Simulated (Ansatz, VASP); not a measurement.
**Two plane-wave programs on Te2Mo**

```xyz
3
Lattice="3.5602 0.0000 0.0000 -1.7801 3.0833 0.0000 0.0000 0.0000 17.5241" Properties=species:S:1:pos:R:3 pbc="T T T"
Te    0.0000    2.0555   15.7341
Te    0.0000    2.0555    1.7900
Mo    0.0000    0.0000    0.0000
```

Alike in both runs: task single point; functional PBEsol; k mesh 3 × 3 × 1; no spin polarisation.

```csv
,VASP,Ansatz
version,VASP 6.6.1,Ansatz 0.2.0
potentials or method,"VASP PAW PBE potentials, release 64 (Te, Mo_sv), cutoff 500 eV","scalar-relativistic, plane waves, PAW"
occupations,"gaussian, width 0.1 eV",gaussian
valence electrons in the cell,26,46
```

|  | VASP | Ansatz | Ansatz less VASP |
| --- | --- | --- | --- |
| gap on the k mesh at the Fermi level (eV) | 0.99 | 1.00 | +0.003 |
| least direct gap on the mesh (eV) | 0.99 | 1.00 | +0.003 |
| rms of the force components (eV/Å) | 0.154 | 0.165 | +0.0116 |

VASP's potentials were made for PBE, not for PBEsol. Atom by atom the forces differ by 0.012 eV/Å (rms over components). VASP's potentials hold 26 valence electrons a cell and Ansatz's 46, so a difference there can come from the potentials and not from the codes.

The k mesh is coarse, so the values compare programs but aren't converged. Spin-orbit coupling is off throughout.
